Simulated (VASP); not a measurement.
# Rh (Fm-3m) in VASP: a series of runs

Rh is run at these levels: LDA; tasks: single point, relaxation of volume and atoms at fixed shape.

All numbers are computed with VASP 6.6.1; they aren't measurements. Logs are shortened: lines on timing, memory, paths and dates and some standing lists are left out, and cuts for length are marked.

## 1. The cell of the first run

The structure is cubic, space group Fm-3m (No. 225). The conventional cell has a = 3.755 Å, b = 3.755 Å, c = 3.755 Å, α = 90.00°, β = 90.00°, γ = 90.00°. Within 3.5 Å of Rh (site symmetry m-3m) lie 12 Rh at 2.66 Å.

## 2. Single point, LDA

File INCAR:

```
SYSTEM = Rh
PREC = Accurate
ENCUT = 500
EDIFF = 1E-6
ISMEAR = -1
SIGMA = 0.1
LREAL = .FALSE.
LASPH = .TRUE.
NELM = 120
ALGO = Normal
ISIF = 2
LWAVE = .FALSE.
LCHARG = .FALSE.
NBANDS = 14
GGA_COMPAT = .FALSE.
```

File KPOINTS:

```
Automatic mesh
0
G
  10 10 10
  0 0 0
```

File POSCAR:

```
Rh
1.0
    0.0000000000      1.8774932458      1.8774932458
    1.8774932458      0.0000000000      1.8774932458
    1.8774932458      1.8774932458      0.0000000000
Rh
1
Direct
    0.0000000000      0.0000000000      0.0000000000
```

Potentials or basis: VASP PAW LDA potentials, release 64 (Rh_pv).

Run with:

```sh
cat potpaw_LDA.64/Rh_pv/POTCAR > POTCAR
mpirun -np 1 vasp_std > vasp.out
```

OUTCAR:

```text
SYSTEM = Rh
   PREC = Accurate
   ENCUT = 500
   EDIFF = 1E-6
   ISMEAR = -1
   LREAL = .FALSE.
   LASPH = .TRUE.
   NELM = 120
   ISIF = 2

 ion  position               nearest neighbor table
   1  0.000  0.000  0.000-

  LATTYP: Found a face centered cubic cell.
 ALAT       =     3.7549864916

  Lattice vectors:

 A1 = (   0.0000000000,   1.8774932458,   1.8774932458)
 A2 = (   1.8774932458,   0.0000000000,   1.8774932458)
 A3 = (   1.8774932458,   1.8774932458,   0.0000000000)

Analysis of symmetry for initial positions (statically):
=====================================================================
 Subroutine PRICEL returns:
 Original cell was already a primitive cell.

 Routine SETGRP: Setting up the symmetry group for a
 face centered cubic supercell.

 Subroutine GETGRP returns: Found 48 space group operations
 (whereof 48 operations were pure point group operations)
 out of a pool of 48 trial point group operations.

The static configuration has the point symmetry O_h .

Analysis of symmetry for dynamics (positions and initial velocities):
=====================================================================
 Subroutine PRICEL returns:
 Original cell was already a primitive cell.

 Routine SETGRP: Setting up the symmetry group for a
 face centered cubic supercell.

 Subroutine GETGRP returns: Found 48 space group operations
 (whereof 48 operations were pure point group operations)
 out of a pool of 48 trial point group operations.

The dynamic configuration has the point symmetry O_h .

 Subroutine INISYM returns: Found 48 space group operations
 (whereof 48 operations are pure point group operations),
 and found     1 'primitive' translations

----------------------------------------------------------------------------------------

                                     Primitive cell

  volume of cell :      13.2363

  direct lattice vectors                    reciprocal lattice vectors
     0.000000000  1.877493246  1.877493246    -0.266312543  0.266312543  0.266312543
     1.877493246  0.000000000  1.877493246     0.266312543 -0.266312543  0.266312543
     1.877493246  1.877493246  0.000000000     0.266312543  0.266312543 -0.266312543

  length of vectors
     2.655176411  2.655176411  2.655176411     0.461266854  0.461266854  0.461266854

  position of ions in fractional coordinates (direct lattice)
     0.000000000  0.000000000  0.000000000

  ion indices of the primitive-cell ions
   primitive index   ion index
                 1           1

----------------------------------------------------------------------------------------

 KPOINTS: Automatic mesh

Automatic generation of k-mesh.
 Grid dimensions read from file:
 generate k-points for:   10   10   10

 Generating k-lattice:

  Cartesian coordinates                     Fractional coordinates (reciprocal lattice)
    -0.026631254  0.026631254  0.026631254     0.100000000  0.000000000  0.000000000
     0.026631254 -0.026631254  0.026631254     0.000000000  0.100000000  0.000000000
     0.026631254  0.026631254 -0.026631254     0.000000000  0.000000000  0.100000000

  Length of vectors
     0.046126685  0.046126685  0.046126685

  Shift w.r.t. Gamma in fractional coordinates (k-lattice)
     0.000000000  0.000000000  0.000000000

 Subroutine IBZKPT returns following result:
 ===========================================

 Found     47 irreducible k-points:

 Following reciprocal coordinates:
            Coordinates               Weight
  0.000000  0.000000  0.000000      1.000000
  0.100000  0.000000  0.000000      8.000000
  0.200000  0.000000  0.000000      8.000000
  0.300000  0.000000  0.000000      8.000000
  0.400000  0.000000  0.000000      8.000000
  0.500000  0.000000  0.000000      4.000000
[... 16 lines left out ...]
  0.300000  0.300000  0.000000      6.000000
  0.400000  0.300000  0.000000     24.000000
 [... further k-points ...]
   k-points           NKPTS =     47   k-points in BZ     NKDIM =     47   number of bands    NBANDS=     14
   number of dos      NEDOS =    301   number of ions     NIONS =      1
   total plane-waves  NPLWV =   8000
   dimension x,y,z NGX =    20 NGY =   20 NGZ =   20
   dimension x,y,z NGXF=    40 NGYF=   40 NGZF=   40
   ions per type =               1
   NGX,Y,Z   is equivalent  to a cutoff of  12.52, 12.52, 12.52 a.u.
   NGXF,Y,Z  is equivalent  to a cutoff of  25.04, 25.04, 25.04 a.u.
 SYSTEM =  Rh
   PREC   = accura    normal or accurate (medium, high low for compatibility)
   ISTART =      0    job   : 0-new  1-cont  2-samecut
   ICHARG =      2    charge: 1-file 2-atom 10-const
   ISPIN  =      1    spin polarized calculation?
   LNONCOLLINEAR =      F non collinear calculations
   LSORBIT =      F    spin-orbit coupling
   LASPH  =      T    aspherical Exc in radial PAW
   ENCUT  =  500.0 eV  36.75 Ry    6.06 a.u.   4.84  4.84  4.84*2*pi/ulx,y,z
   NELM   =    120;   NELMIN=  2; NELMDL= -5     # of ELM steps
   EDIFF  = 0.1E-05   stopping-criterion for ELM
   LREAL  =      F    real-space projection
[... 7 lines left out ...]
   TEBEG  =    0.0;   TEEND  =   0.0 temperature during run
   PSTRESS=    0.0 pullay stress
   NELECT =      15.0000    total number of electrons
   NUPDOWN=      -1.0000    fix difference up-down
   EMIN   =  10.00;   EMAX   =-10.00  energy-range for DOS
   EFERMI =   0.00;   METHOD = LEGACY
   ISMEAR =    -1;   SIGMA  =   0.10  broadening in eV -4-tet -1-fermi 0-gaus
   EFERMI_NEDOS =   21; number of points for ismear=-14 and -15
   IALGO  =     38    algorithm
   IMIX   =      4    mixing-type and parameters
     AMIX     =   0.40;   BMIX     =  1.00
     AMIX_MAG =   1.60;   BMIX_MAG =  1.00
  volume/ion in A,a.u.               =      13.24        89.32
  Fermi-wavevector in a.u.,A,eV,Ry     =   1.706804  3.225391 39.636197  2.913178
  Thomas-Fermi vector in A             =   2.785773
   LORBIT       =      0    0 simple, 1 ext, 2 COOP (PROOUT), +10 PAW based schemes
   GGA     = CA    functional components
   LHFCALC =     F    Hartree Fock is set to
   AEXX    =    0.0000 exact exchange contribution
   IVDW    =     0    specifies the selected vdW correction
   LEPSILON=     F    determine dielectric tensor
   LRPA    =     F    only Hartree local field effects (RPA)
 non-spin polarized calculation
  energy-cutoff  :      500.00
  volume of cell :       13.24
 maximum number of plane-waves:       344
   NGX =  9   NGY =  9   NGZ =  9

 number of electron      15.0000002 magnetization

 Free energy of the ion-electron system (eV)
  ---------------------------------------------------
  ext. energy  EPLUGINS =         0.00000000
  ---------------------------------------------------
  free energy    TOTEN  =        -8.71488359 eV

  energy without entropy =       -8.67151947  energy(sigma->0) =       -8.69320153

 E-fermi :  12.4477     XC(G=0): -14.5951

 val. band max:       12.4197430012   @ k =   0.3000   0.3000   0.0000
 cond. band min:      12.4719242639   @ k =   0.5000   0.4000   0.1000
 fundamental gap:      0.0521812627
 Fermi energy:        12.4476703342

 k-point     1 :       0.0000    0.0000    0.0000
  band No.  band energies     occupation
      1     -33.8038      2.00000
      2     -33.8038      2.00000
      3     -33.8038      2.00000
      4       4.1157      2.00000
      5       9.1287      2.00000
      6       9.1287      2.00000
      7       9.1287      2.00000
      8      11.3865      1.99995
      9      11.3865      1.99995
     10      28.3374      0.00000
     11      32.6658      0.00000
     12      33.9632      0.00000
     13      33.9632      0.00000
     14      33.9632      0.00000

 k-point     2 :       0.1000    0.0000    0.0000
  band No.  band energies     occupation
      1     -33.8880      2.00000
      2     -33.8151      2.00000
      3     -33.8151      2.00000
      4       4.5254      2.00000
      5       8.9538      2.00000
      6       9.2852      2.00000
      7       9.2852      2.00000
      8      11.3034      1.99998
      9      11.3034      1.99998
     10      28.9396      0.00000
     11      32.1378      0.00000
     12      32.6692      0.00000
     13      34.5869      0.00000
     14      34.5869      0.00000

 k-point     3 :       0.2000    0.0000    0.0000
  band No.  band energies     occupation
      1     -34.1053      2.00000
      2     -33.8444      2.00000
      3     -33.8444      2.00000
      4       5.5151      2.00000
      5       8.7699      2.00000
      6       9.5260      2.00000
      7       9.5260      2.00000
      8      11.3242      1.99997
      9      11.3242      1.99997
     10      29.2300      0.00000
     11      30.0511      0.00000
     12      32.6673      0.00000
     13      36.2608      0.00000
     14      36.2608      0.00000
[... 324 lines left out ...]
 k-point    23 :       0.3000    0.3000    0.0000
  band No.  band energies     occupation
      1     -34.3408      2.00000
      2     -34.0083      2.00000
      3     -34.0083      2.00000
      4       6.5628      2.00000
      5       6.9776      2.00000
      6      11.1225      2.00000
      7      11.5222      1.99981
      8      11.5222      1.99981
      9      12.4197      1.13874
     10      29.9824      0.00000
     11      29.9824      0.00000
     12      30.3954      0.00000
     13      32.6604      0.00000
     14      33.8258      0.00000

 k-point    24 :       0.4000    0.3000    0.0000
  band No.  band energies     occupation
      1     -34.4528      2.00000
      2     -34.0700      2.00000
      3     -34.0431      2.00000
      4       6.4817      2.00000
      5       6.8040      2.00000
      6      10.8799      2.00000
      7      11.7011      1.99886
      8      12.9606      0.01177
      9      13.8621      0.00000
     10      26.9791      0.00000
     11      28.8076      0.00000
     12      29.0741      0.00000
     13      32.6635      0.00000
     14      34.7235      0.00000

 [... further k-points ...]
[... 5 lines left out ...]
  --------------------------------------------------------------------------------------
  -------------------------------------------------------------------------------------
  Total        0.0776640      0.0776640      0.0776640      0.0000000      0.0000000      0.0000000
  in kB        9.4008128      9.4008128      9.4008128      0.0000000      0.0000000      0.0000000
  external PRESSURE =       9.4008128 kB  Pullay stress =       0.0000000 kB

 VOLUME and BASIS-vectors are now :
 -----------------------------------------------------------------------------
  energy-cutoff  :      500.00
  volume of cell :       13.24
      direct lattice vectors                 reciprocal lattice vectors
     0.000000000  1.877493246  1.877493246    -0.266312543  0.266312543  0.266312543
     1.877493246  0.000000000  1.877493246     0.266312543 -0.266312543  0.266312543
     1.877493246  1.877493246  0.000000000     0.266312543  0.266312543 -0.266312543

 POSITION                                       TOTAL-FORCE (eV/Angst)
 -----------------------------------------------------------------------------------
      0.00000      0.00000      0.00000         0.000000      0.000000     -0.000000
 -----------------------------------------------------------------------------------
    total drift:                                0.000000     -0.000000      0.000000

  FREE ENERGIE OF THE ION-ELECTRON SYSTEM (eV)
  ---------------------------------------------------
  free  energy   TOTEN  =        -8.7148835894 eV

  energy  without entropy=       -8.6715194709  energy(sigma->0) =       -8.69320153
```

Run time: 4.2 s. Hardware: 1 thread of Intel Xeon 6975P-C (Granite Rapids), shared host; peak memory 0.11 GiB.

What came out:

```
Free energy : -8.7149 eV
Pressure    : 0.9 GPa
```

Levels at points of the mesh, in eV from the Fermi level:
```tsv
k point	band 3	band 4	band 5	band 6	band 7	band 8	band 9	band 10	band 11	band 12
(0.00, 0.00, 0.00)	-46.25	-8.33	-3.32	-3.32	-3.32	-1.06	-1.06	15.89	20.22	21.52
(0.50, 0.00, 0.00)	-46.37	-6.52	-3.39	-3.39	0.60	0.60	0.64	8.97	15.42	20.22
(0.50, 0.50, 0.00)	-46.56	-6.73	-6.36	0.59	1.04	1.04	3.23	12.72	13.41	13.41
```

## 3. Relaxation of volume and atoms at fixed shape, LDA

This run uses another cell than the first one, of 13.67 Å³/atom, 1.033 times its volume.

File INCAR:

```
SYSTEM = Rh
ALGO = Normal
EDIFF = 1E-7
EDIFFG = -0.03
ENCUT = 500
GGA_COMPAT = .False.
IBRION = 2
ISIF = 8
ISMEAR = -1
LASPH = .True.
LCHARG = .False.
LREAL = .False.
LWAVE = .False.
NELM = 120
NELMIN = 4
NSW = 50
PREC = Accurate
SIGMA = 0.1
```

File KPOINTS:

```
k-points
0
Gamma
  10 10 10
  0 0 0
```

File POSCAR:

```
Rh
1.0
    0.0000000000      1.8978500000      1.8978500000
    1.8978500000      0.0000000000      1.8978500000
    1.8978500000      1.8978500000      0.0000000000
Rh
1
Direct
    0.0000000000      0.0000000000      0.0000000000
```

Potentials or basis: VASP PAW LDA potentials, release 64 (Rh_pv).

Run with:

```sh
cat potpaw_LDA.64/Rh_pv/POTCAR > POTCAR
mpirun -np 1 vasp_std > vasp.out
```

Wall time 7.3 s (1 thread of Intel Xeon 6975P-C (Granite Rapids), shared host); peak memory 0.12 GiB.

Results (log left out):

| Quantity | Value |
| --- | --- |
| Free energy | -8.7152 eV |
| Relaxed volume | 13.29 Å³/atom |
| Relaxed cell | a = 2.659 Å, b = 2.659 Å, c = 2.659 Å, α = 60.00°, β = 60.00°, γ = 60.00° |
| Space group after relaxing (to 0.05 Å) | Fm-3m (No. 225) |
| Energy gained by relaxing | 10.9 meV/atom |
| Ionic steps | 3 |
| Pressure after relaxing | -0.3 GPa |

Step by step:
```tsv
step	energy change (eV)	largest force (eV/Å)	pressure (GPa)	volume (Å³)
1	0.0000	0.0000	-8.58	13.67
2	0.0758	0.0000	30.07	12.27
3	-0.0109	0.0000	-0.26	13.29
```

Final structure:
```
Rh
1.0
     0.00000    1.87987    1.87987
     1.87987    0.00000    1.87987
     1.87987    1.87987    0.00000
Rh
1
Direct
  0.00000 0.00000 0.00000
```

Levels at points of the mesh, in eV from the Fermi level:
```tsv
k point	band 5	band 6	band 7	band 8	band 9	band 10
(0.00, 0.00, 0.00)	-3.30	-3.30	-3.30	-1.05	-1.05	15.90
(0.50, 0.00, 0.00)	-3.37	-3.37	0.60	0.60	0.64	8.93
(0.50, 0.50, 0.00)	-6.32	0.58	1.03	1.03	3.23	12.67
```
